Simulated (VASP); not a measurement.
**Hg: single point with PBE+D3(BJ)**

The system is Hg.

```
Hg
1.0
     3.33750    0.00000    0.00000
    -1.66875    2.89036    0.00000
     0.00000    0.00000    9.00003
Hg
4
Cartesian
  0.0000 0.0000 0.0000
  0.0000 1.9269 2.2500
  0.0000 0.0000 4.5000
  1.6687 0.9635 6.7500
```

This cell differs from its parent crystal: strain -0.1500 x Voigt [0, 0, 1, 0, 0, 0].

```yaml
Program: VASP 6.6.1
Task: single point
Functional: PBE
Dispersion: D3(BJ)
Potentials_or_basis: VASP PAW PBE potentials, release 64 (Hg)
Cutoff: 520 eV
k_mesh: 18 × 18 × 6
Occupations: gaussian, width 0.15 eV
Spin: no spin polarisation
```

The pressure is 7.7 GPa. The band gap on the k mesh is zero (band 24 reaches 4.69 eV, above the bottom of band 25 at 2.35 eV). The dispersion energy per atom is -0.484 eV.

Stress tensor (GPa, compression positive):
```
6.88 0.00 0.00
0.00 6.88 0.00
0.00 0.00 9.20
```

Levels at points of the mesh, in eV from the Fermi level:
| k point | band 20 | band 21 | band 22 | band 23 | band 24 | band 25 | band 26 | band 27 | band 28 | band 29 |
| --- | --- | --- | --- | --- | --- | --- | --- | --- | --- | --- |
| (0.00, 0.00, 0.00) | -6.29 | -6.29 | -5.89 | -5.89 | -0.86 | 0.89 | 10.38 | 10.38 | 10.78 | 11.06 |
| (0.50, 0.00, 0.00) | -5.72 | -3.47 | -3.47 | -1.81 | -1.33 | -1.25 | -0.50 | 4.50 | 4.58 | 5.12 |
| (0.00, 0.00, 0.50) | -6.14 | -6.14 | -6.14 | -4.19 | -4.19 | 5.19 | 5.19 | 10.89 | 10.89 | 10.89 |
| (0.50, 0.00, 0.50) | -6.05 | -3.08 | -3.08 | -2.87 | -2.87 | 1.18 | 1.18 | 2.14 | 2.14 | 6.09 |

Wall time 4 min on 1 thread of Intel(R) Xeon(R) 6975P-C (Granite Rapids), on a shared host, peak memory 0.43 GiB.

Caveat: the cell differs from its parent crystal (strain -0.1500 x Voigt [0, 0, 1, 0, 0, 0]); spin-orbit coupling is left out, which moves the levels of the heavy elements; pairwise dispersion overbinds metals, which lowers pressure and volume.
